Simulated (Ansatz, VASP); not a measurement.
One calculation of Mg2B3, two programs

The input INCAR:

```
ALGO = Normal
EDIFF = 1E-6
EDIFFG = -0.01
ENCUT = 600
GGA = PE
IBRION = 2
ISIF = 3
ISMEAR = 0
LASPH = True
LCHARG = False
LREAL = False
LWAVE = False
NELM = 100
NSW = 100
PREC = Accurate
SIGMA = 0.1
```

KPOINTS

```
k-points
0
Gamma
  12 12 8
```

Contents of POSCAR:

```
Mg2B3
1.0
    4.1898872665      0.0000000000      0.0000000000
   -2.0949436333      3.6285488118      0.0000000000
    0.0000000000      0.0000000000      4.5239065985
Mg B
2 3
Direct
    0.3333333333      0.6666666667      0.0000000000
    0.6666666667      0.3333333333      0.0000000000
    0.3333333333      0.6666666667      0.5000000000
    0.6666666667      0.3333333333      0.5000000000
    0.0000000000      0.0000000000      0.5000000000
```

Input for Ansatz:

```yaml
crystal:
  lattice:
    - [4.1898872665, 0.0, 0.0]
    - [-2.0949436333, 3.6285488118, 0.0]
    - [0.0, 0.0, 4.5239065985]
  atoms:
    - { symbol: Mg, position: [0.3333333333, 0.6666666667, 0.0] }
    - { symbol: Mg, position: [0.6666666667, 0.3333333333, 0.0] }
    - { symbol: B, position: [0.3333333333, 0.6666666667, 0.5] }
    - { symbol: B, position: [0.6666666667, 0.3333333333, 0.5] }
    - { symbol: B, position: [0.0, 0.0, 0.5] }
basis:
  ecutwfc: 420
kpoints:
  mp_grid: { grid: [12, 12, 8] }
hamiltonian:
  xc: pbe
scf:
  occupations: { method: gaussian, width: 0.1 }
output:
  forces: true
  stress: true
  eigenvalues: true
relax:
  adjacent_minimum: "off"
  f_tol: 0.01
  max_steps: 80
  cell: { stress_tol: 0.05 }
```

Alike in both runs: task relaxation of cell and atoms; functional PBE; k mesh 12 × 12 × 8; occupations gaussian, width 0.1 eV; no spin polarisation.

|  | VASP | Ansatz |
| --- | --- | --- |
| version | VASP 6.6.1 | Ansatz 0.2.0 |
| potentials or method | VASP PAW PBE potentials, release 64 (Mg, B), cutoff 600 eV | scalar-relativistic, plane waves, PAW |
| valence electrons in the cell | 13 | 29 |

```csv
,VASP,Ansatz,Ansatz less VASP
"gap on the k mesh at the Fermi level, each at its own relaxed structure (eV)",none,none,-
relaxed volume (Å³/atom),13.44,13.43,-0.010
relaxed cell length with the largest relative difference (Å),4.100,4.098,-0.0021
```

A gap of «none» marks a metal or a gap that the smearing closes. VASP's potentials hold 13 valence electrons a cell and Ansatz's 29, so a difference there can come from the potentials and not from the codes.
